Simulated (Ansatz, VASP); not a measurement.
## Two plane-wave programs on TiAl

```xyz
2
Lattice="2.8216 0.0000 0.0000 0.0000 2.8216 0.0000 0.0000 0.0000 4.0783" Properties=species:S:1:pos:R:3 pbc="T T T"
Ti    1.4108    1.4108    2.0391
Al    0.0000    0.0000    0.0000
```

Alike in both runs: functional PBE; k mesh 14 × 14 × 10; occupations gaussian, width 0.1 eV; no spin polarisation.

Ansatz relaxed the structure, and its values are those at the end. VASP's run is a single point on that final structure, the one shown.

```csv
,VASP,Ansatz
version,VASP 6.6.1,Ansatz 0.2.0
potentials or method,"VASP PAW PBE potentials, release 64 (Ti_sv, Al), cutoff 520 eV","scalar-relativistic, plane waves, PAW"
valence electrons in the cell,15,15
```

VASP gave:

| Item | Value |
| --- | --- |
| gap on the k mesh at the Fermi level (eV) | none |
| pressure (GPa) | -0.1 |

What did Ansatz give for the same quantities?

gap on the k mesh at the Fermi level (eV): none; pressure (GPa): 0.0.

A gap of «none» marks a metal or a gap that the smearing closes. The functional is the same, so the differences come from potentials, cutoffs and numerics.
